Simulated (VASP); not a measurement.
A run of VASP 6.6.1:

Contents of POSCAR:

```
Ge
1.0
   -1.6399656558      1.6399656558      1.9099183467
    1.6399656558     -1.6399656558      1.9099183467
    1.6399656558      1.6399656558     -1.9099183467
Ge
1
Direct
    0.5000000000      0.5000000000      0.0000000000
```

Contents of INCAR.step1:

```
SYSTEM = Ge
PREC = Accurate ; ENCUT = 520
EDIFF = 1E-5 ; ISMEAR = -1
SIGMA = 0.05 ; LREAL = .FALSE.
LASPH = .TRUE. ; NELM = 80
ALGO = Normal ; ISIF = 2
LWAVE = .TRUE. ; LCHARG = .FALSE.
GGA = PE ; NBANDS = 13
```

The input INCAR.step2:

```
SYSTEM = Ge
PREC = Accurate ; ENCUT = 520
EDIFF = 1E-6 ; ISMEAR = -1
SIGMA = 0.05 ; LREAL = .FALSE.
LASPH = .TRUE. ; NELM = 80
ALGO = Normal ; ISIF = 2
LWAVE = .FALSE. ; LCHARG = .FALSE.
GGA = PE ; LHFCALC = .TRUE.
HFSCREEN = 0.2079 ; PRECFOCK = Normal
ISTART = 1 ; NBANDS = 13
```

Contents of KPOINTS:

```
regular mesh
0
G
  6 6 6
  0 0 0
```

Potentials or basis: VASP PAW PBE potentials, release 64 (Ge_d).

Run with:

```console
$ cat potpaw_PBE.64/Ge_d/POTCAR > POTCAR
$ cp INCAR.step1 INCAR
$ mpirun -np 1 vasp_std > vasp.out
$ cp INCAR.step2 INCAR
$ mpirun -np 1 vasp_std > vasp.out
```

Hardware: 1 thread of Intel Xeon 6975P-C, with other jobs on the host.

Estimate the wall time of this run.

It took 29 min on 1 thread of Intel Xeon 6975P-C, with other jobs on the host, peak memory 0.25 GiB. Counts: k points 30.
